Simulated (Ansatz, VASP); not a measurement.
# WS2: VASP beside Ansatz

The input INCAR:

```
SYSTEM = WS2
  PREC = Accurate
  ENCUT = 520
  EDIFF = 1E-6
  ISMEAR = -1
  SIGMA = 0.05
  LREAL = .False.
  LASPH = .True.
  NELM = 100
  ALGO = Normal
  ISIF = 2
  LWAVE = .False.
  LCHARG = .False.
  GGA = PE
  NBANDS = 20
```

The input KPOINTS:

```
regular mesh
0
Gamma
  8 8 3
  0 0 0
```

Contents of POSCAR:

```
WS2
1.0
    3.4062151400      0.0000000000      0.0000000000
    0.0000000000      3.4062151400      0.0000000000
    0.0000000000      0.0000000000     10.7572837200
W S
1 2
Direct
    0.5000000000      0.5000000000      0.5000000000
    0.5000000000      0.5000000000      0.9155235500
    0.5000000000      0.5000000000      0.0844764500
```

The input input.yaml:

```yaml
crystal:
  lattice:
    - [3.40621514, 0.0, 0.0]
    - [0.0, 3.40621514, 0.0]
    - [0.0, 0.0, 10.75728372]
  atoms:
    - { symbol: W, position: [0.5, 0.5, 0.5] }
    - { symbol: S, position: [0.5, 0.5, 0.91552355] }
    - { symbol: S, position: [0.5, 0.5, 0.08447645] }
kpoints:
  mp_grid: { grid: [8, 8, 3] }
scf:
  occupations: { method: fermi_dirac, width: 0.05 }
hamiltonian:
  xc: pbe
  pseudopotentials: { kind: all_electron, lapw: { basis_error: 0.001 } }
output:
  forces: true
  stress: true
  eigenvalues: true
  populations: true
```

Alike in both runs: task single point; functional PBE; k mesh 8 × 8 × 3; occupations fermi-dirac, width 0.05 eV; no spin polarisation.

```csv
,VASP,Ansatz
version,VASP 6.6.1,Ansatz 0.2.0
potentials or method,"VASP PAW PBE potentials, release 64 (W_sv, S), cutoff 520 eV","all-electron LAPW, scalar-relativistic"
```

Ansatz gave:

* gap on the k mesh at the Fermi level (eV): none
* pressure (GPa): -5.9
* traceless stress, the component that is largest in VASP (GPa): 12.85
* rms of the force components (eV/Å): 1.471

Question: What did VASP give for the same quantities?

Answer: gap on the k mesh at the Fermi level (eV): none; pressure (GPa): -6.2; traceless stress, the component that is largest in VASP (GPa): 12.30; rms of the force components (eV/Å): 1.307.

Atom by atom the forces differ by 0.164 eV/Å (rms over components). A gap of «none» marks a metal or a gap that the smearing closes. Ansatz ran all-electron here, and VASP with PAW potentials.

Neither program's run includes spin-orbit coupling.
